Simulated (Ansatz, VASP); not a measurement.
**One calculation of Cr, two programs**

```xyz
1
Lattice="-1.6186 1.6186 1.1444 1.6186 -1.6186 1.1444 1.6186 1.6186 -1.1444" Properties=species:S:1:pos:R:3 pbc="T T T"
Cr    0.0000    0.0000    0.0000
```

Alike in both runs: task single point; functional PBE; k mesh 26 × 26 × 26; occupations gaussian, width 0.15 eV; no spin polarisation.

```csv
,VASP,Ansatz
version,VASP 6.6.1,Ansatz 0.2.0
potentials or method,"VASP PAW PBE potentials, release 64 (Cr_pv), cutoff 520 eV","scalar-relativistic, plane waves, PAW"
valence electrons in the cell,12,14
```

VASP gave:

| Quantity | Value |
| --- | --- |
| gap on the k mesh at the Fermi level (eV) | none |
| pressure (GPa) | 3.5 |
| traceless stress, the component that is largest in VASP (GPa) | 23.71 |

Estimate Ansatz's values.

gap on the k mesh at the Fermi level (eV): none; pressure (GPa): 3.7; traceless stress, the component that is largest in VASP (GPa): 23.92.

A gap of «none» marks a metal or a gap that the smearing closes. With one functional, cell and mesh, what is left measures potentials, basis and numerics. VASP's potentials hold 12 valence electrons a cell and Ansatz's 14, so a difference there can come from the potentials and not from the codes.
